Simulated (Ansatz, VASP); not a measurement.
## Two plane-wave programs on NaH

File POSCAR:

```
NaH
1.0
    0.0000000000      2.5969210608      2.5969210608
    2.5969210608      0.0000000000      2.5969210608
    2.5969210608      2.5969210608      0.0000000000
Na H
1 1
Direct
    0.0000000000      0.0000000000      0.0000000000
    0.2500000000      0.2500000000      0.2500000000
```

File INCAR.step1:

```
SYSTEM = NaH
  ALGO = Normal
  EDIFF = 1E-5
  ENCUT = 520
  GGA = PE
  ISIF = 2
  ISMEAR = 0
  LASPH = .TRUE.
  LCHARG = .FALSE.
  LREAL = .FALSE.
  LWAVE = .TRUE.
  NBANDS = 11
  NELM = 60
  PREC = Accurate
  SIGMA = 0.01
```

File INCAR.step2:

```
SYSTEM = NaH
  AEXX = 1.0
  AGGAC = 0.0
  ALDAC = 0.0
  ALGO = Normal
  EDIFF = 1E-6
  ENCUT = 520
  GGA = PE
  ISIF = 2
  ISMEAR = 0
  ISTART = 1
  LASPH = .TRUE.
  LCHARG = .FALSE.
  LHFCALC = .TRUE.
  LREAL = .FALSE.
  LWAVE = .FALSE.
  NBANDS = 11
  NELM = 60
  PREC = Accurate
  PRECFOCK = Normal
  SIGMA = 0.01
```

Contents of KPOINTS:

```
k-points
0
G
  6 6 6
  0 0 0
```

Input for Ansatz:

```yaml
crystal:
  lattice:
    - [0.0, 2.5969210608, 2.5969210608]
    - [2.5969210608, 0.0, 2.5969210608]
    - [2.5969210608, 2.5969210608, 0.0]
  atoms:
    - { symbol: Na, position: [0.0, 0.0, 0.0] }
    - { symbol: H, position: [0.25, 0.25, 0.25] }
kpoints:
  mp_grid: { grid: [6, 6, 6] }
  band_path:
    path:
      - [0.0, 0.0, 0.0]
      - [-0.5, -0.5, 0.0]
      - [-0.375, -0.375, 0.25]
      - [-0.375, 0.0, 0.375]
      - [0.0, 0.0, 0.5]
      - [-0.5, -0.25, 0.25]
      - [0.25, -0.5, -0.25]
    npoints: 1
hamiltonian:
  xc: hf
scf:
  occupations: { method: fixed }
  n_extra_bands: 4
output:
  forces: true
  stress: true
  eigenvalues: true
  write_density: true
  write_potential: true
  elf: true
  volumetric_format: npy
```

Alike in both runs: task single point; functional HF; k mesh 6 × 6 × 6; no spin polarisation.

|  | VASP | Ansatz |
| --- | --- | --- |
| version | VASP 6.6.1 | Ansatz 0.2.0 |
| potentials or method | VASP PAW PBE potentials, release 64 (Na_pv, H) | plane waves, PAW |
| plane-wave cutoff (eV) | 520 | 420 |
| occupations | gaussian, width 0.01 eV | fixed |
| valence electrons in the cell | 8 | 10 |

```csv
,VASP,Ansatz,Ansatz less VASP
gap on the k mesh at the Fermi level (eV),11.08,11.07,-0.009
pressure (GPa),1.4,1.4,-0.01
```

VASP's potentials were made for PBE, not for HF. VASP's potentials hold 8 valence electrons a cell and Ansatz's 10, so a difference there can come from the potentials and not from the codes. Ansatz's warnings: stress exchange threshold loose, stress scf threshold loose.
